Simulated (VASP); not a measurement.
A run of VASP 6.6.1:

Contents of INCAR:

```
  ALGO = Normal
  EDIFF = 1E-6
  ENCUT = 520
  GGA = PE
  ISIF = 2
  ISMEAR = 0
  LASPH = True
  LCHARG = False
  LREAL = False
  LWAVE = False
  NBANDS = 26
  NELM = 60
  PREC = Accurate
  SIGMA = 0.05
```

KPOINTS

```
k-points
0
Gamma
  12 12 4
```

File POSCAR:

```
C
1.0
    2.4928383066      0.0000000000      0.0000000000
   -1.2464191533      2.1588613010      0.0000000000
    0.0000000000      0.0000000000      8.3045881819
C
8
Direct
    0.0000000000      0.0000000000      0.0929681641
    0.0000000000      0.0000000000      0.5929681641
    0.0000000000      0.0000000000      0.4070318359
    0.0000000000      0.0000000000      0.9070318359
    0.3333333333      0.6666666667      0.1555285626
    0.6666666667      0.3333333333      0.6555285626
    0.3333333333      0.6666666667      0.3444714374
    0.6666666667      0.3333333333      0.8444714374
```

Potentials or basis: VASP PAW PBE potentials, release 64 (C).

Command:

```console
$ cat potpaw_PBE.64/C/POTCAR > POTCAR
$ mpirun -np 1 vasp_std > vasp.out
```

Hardware: 1 thread of Intel(R) Xeon(R) Platinum 8259CL CPU @ 2.50GHz (Skylake/Cascade Lake), on a shared host.

Question: How long does it take, and how much memory?

Answer: It took 63 s on 1 thread of Intel(R) Xeon(R) Platinum 8259CL CPU @ 2.50GHz (Skylake/Cascade Lake), on a shared host, peak memory 0.18 GiB. Counts: scf iterations 12, k points 57.
